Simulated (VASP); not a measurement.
Input of a VASP 6.6.1 run:

INCAR

```
SYSTEM = SnW3
PREC = Accurate
ENCUT = 500
EDIFF = 1E-7
ISMEAR = 0
SIGMA = 0.1
LREAL = .False.
LASPH = .True.
NELM = 120
ALGO = Normal
ISIF = 3
LWAVE = .False.
LCHARG = .False.
GGA = PE
IBRION = 2
NSW = 90
EDIFFG = -0.04
GGA_COMPAT = .False.
NELMIN = 4
```

The input KPOINTS:

```
regular mesh
0
Gamma
  4 4 4
  0 0 0
```

The input POSCAR:

```
SnW3
1.0
    4.1619211357      0.0000000000      0.0000000000
    0.0000000000      4.1619211357      0.0000000000
    0.0000000000      0.0000000000      4.1619211357
Sn W
1 3
Direct
    0.0000000000      0.0000000000      0.0000000000
    0.0000000000      0.5000000000      0.5000000000
    0.5000000000      0.0000000000      0.5000000000
    0.5000000000      0.5000000000      0.0000000000
```

Potentials or basis: VASP PAW PBE potentials, release 64 (Sn_d, W_sv).

Run with:

```sh
$ cat potpaw_PBE.64/Sn_d/POTCAR potpaw_PBE.64/W_sv/POTCAR > POTCAR
$ mpirun -np 1 vasp_std > vasp.out
```

(1) Predict the relaxed cell.

(2) What does it give for the space group after relaxing (to 0.1 Å)?

(3) Estimate the relaxed volume.

## Answers

(1) a = 4.091 Å, b = 4.091 Å, c = 4.091 Å, α = 90.00°, β = 90.00°, γ = 90.00°.

(2) Pm-3m (No. 221).

(3) 17.12 Å³/atom.

Caveat: the k points lie up to 0.38 Å⁻¹ apart in the final cell, too coarse for converged energies and pressures of a metal.
